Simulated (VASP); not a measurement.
**TaO: single point with PBE**

Crystal: TaO.

```xyz
2
Lattice="3.0656 0.0000 0.0000 -1.5328 2.6549 0.0000 0.0000 0.0000 3.8555" Properties=species:S:1:pos:R:3 pbc="T T T"
Ta    0.0000    0.0000    1.9277
O     0.0000    0.0000    0.0000
```

* Program: VASP 6.6.1
* Task: single point
* Functional: PBE
* Potentials or basis: VASP PAW PBE potentials, release 64 (Ta_pv, O)
* Cutoff: 520 eV
* k mesh: 10 × 10 × 7
* Occupations: fermi-dirac, width 0.05 eV
* Spin: no spin polarisation

```json
{"Pressure": "0.4 GPa", "Band gap on the k mesh": "zero (an odd number of electrons rules out a gap without spin polarisation)"}
```

Stress tensor (GPa, compression positive):
```
-0.11  0.00  0.00
 0.00 -0.11  0.00
 0.00  0.00  1.45
```

Levels at points of the mesh, in eV from the Fermi level:
```csv
k point,band 4,band 5,band 6,band 7,band 8,band 9,band 10,band 11,band 12,band 13
"(0.00, 0.00, 0.00)",-19.45,-5.27,-3.45,-2.33,-2.33,0.60,0.60,3.15,3.15,6.74
"(0.50, 0.00, 0.00)",-19.00,-4.82,-3.03,-2.98,-2.77,-0.60,2.36,3.79,5.05,6.17
```

Run time: 23 s on 1 thread of Intel Xeon 8259CL, on a shared host, peak memory 0.16 GiB.

Caveat: spin-orbit coupling is left out, which moves the levels of the heavy elements; an odd number of electrons without spin polarisation forces a metal; a magnetic or distorted state may lie lower.
